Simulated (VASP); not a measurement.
Set up this calculation in VASP 6.6.1, as the native input.

```yaml
Task: single point
Functional: LDA
Potentials_or_basis: VASP PAW LDA potentials, release 64 (Ba_sv, Sb, P)
Cutoff: 500 eV
k_mesh: 3 × 3 × 3
Occupations: gaussian, width 0.01 eV
Spin: no spin polarisation
Dipole_correction: no
Further_INCAR_settings: ALGO = Normal; EDIFF = 1e-06; NBANDS = 28
```

The structure of Ba3SbP lies in POSCAR:

```
Ba3SbP
1.0
    6.1131770000      0.0000000000      0.0000000000
    0.0000000000      6.1131770000      0.0000000000
    0.0000000000      0.0000000000      6.1131770000
Ba Sb P
3 1 1
Direct
    0.0000000000      0.5000000000      0.5000000000
    0.5000000000      0.0000000000      0.5000000000
    0.5000000000      0.5000000000      0.0000000000
    0.0000000000      0.0000000000      0.0000000000
    0.5000000000      0.5000000000      0.5000000000
```

These files were run (other wordings do the same):

INCAR

```
SYSTEM = Ba3SbP
  PREC = Accurate
  ENCUT = 500
  EDIFF = 1E-6
  ISMEAR = 0
  SIGMA = 0.01
  LREAL = .False.
  LASPH = .True.
  NELM = 120
  ALGO = Normal
  ISIF = 2
  LWAVE = .False.
  LCHARG = .False.
  GGA = CA
  NBANDS = 28
  GGA_COMPAT = .False.
```

KPOINTS

```
Automatic mesh
0
Gamma
  3 3 3
  0 0 0
```

Potentials or basis: VASP PAW LDA potentials, release 64 (Ba_sv, Sb, P).

Command:

```bash
$ cat potpaw_LDA.64/Ba_sv/POTCAR potpaw_LDA.64/Sb/POTCAR potpaw_LDA.64/P/POTCAR > POTCAR
$ mpirun -np 1 vasp_std > vasp.out
```

It gave:

```yaml
Pressure: -1.9 GPa
Band_gap_on_the_k_mesh: 0.12 eV
```

Caveat: semilocal functionals underestimate gaps, and a narrow one can read as zero; spin-orbit coupling is left out, which moves the levels of the heavy elements.

It took 21 s on 1 thread of Intel(R) Xeon(R) Platinum 8375C CPU @ 2.90GHz (Ice Lake), with other jobs on the host, peak memory 0.25 GiB.
